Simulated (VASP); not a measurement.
Input of a VASP 6.6.1 run:

File INCAR:

```
ALGO = Normal
EDIFF = 1E-8
ENCUT = 500
GGA = PS
GGA_COMPAT = False
IBRION = 8
ISIF = 2
ISMEAR = 0
LASPH = True
LCHARG = False
LEPSILON = True
LREAL = False
LWAVE = False
NBANDS = 46
NELM = 120
NSW = 1
PREC = Accurate
SIGMA = 0.01
```

File KPOINTS:

```
k-points
0
Gamma
  4 4 4
```

File POSCAR:

```
SiRu
1.0
    4.6894853472      0.0000000000      0.0000000000
    0.0000000000      4.6894853472      0.0000000000
    0.0000000000      0.0000000000      4.6894853472
Si Ru
4 4
Direct
    0.1617496242      0.3382503758      0.6617496242
    0.3382503758      0.6617496242      0.1617496242
    0.6617496242      0.1617496242      0.3382503758
    0.8382503758      0.8382503758      0.8382503758
    0.8689438493      0.6310561507      0.3689438493
    0.6310561507      0.3689438493      0.8689438493
    0.3689438493      0.8689438493      0.6310561507
    0.1310561507      0.1310561507      0.1310561507
```

Potentials or basis: VASP PAW PBE potentials, release 64 (Si, Ru_pv).

Launch:

```console
$ cat potpaw_PBE.64/Si/POTCAR potpaw_PBE.64/Ru_pv/POTCAR > POTCAR
$ mpirun -np 1 vasp_std > vasp.out
```

Problem. Estimate the electronic dielectric tensor (diagonal).

Solution. 54.00.

Problem. Predict the Born charges (mean of the diagonal).

Solution. Si +4.37; Ru -4.37 e.

Problem. Predict the highest phonon frequency at Γ.

Solution. 449 cm⁻¹.

Born effective charge tensors (e):
atom 1, Si
```
 4.37 -0.37 -0.29
 0.29  4.37 -0.37
 0.37  0.29  4.37
```
atom 2, Si
```
 4.37 -0.37  0.29
 0.29  4.37  0.37
-0.37 -0.29  4.37
```
atom 3, Si
```
 4.37  0.37  0.29
-0.29  4.37 -0.37
-0.37  0.29  4.37
```
atom 4, Si
```
 4.37  0.37 -0.29
-0.29  4.37  0.37
 0.37 -0.29  4.37
```
atom 5, Ru
```
-4.37 -0.74 -0.03
 0.03 -4.37 -0.74
 0.74  0.03 -4.37
```
atom 6, Ru
```
-4.37 -0.74  0.03
 0.03 -4.37  0.74
-0.74 -0.03 -4.37
```
atom 7, Ru
```
-4.37  0.74  0.03
-0.03 -4.37 -0.74
-0.74  0.03 -4.37
```
atom 8, Ru
```
-4.37  0.74 -0.03
-0.03 -4.37  0.74
 0.74 -0.03 -4.37
```
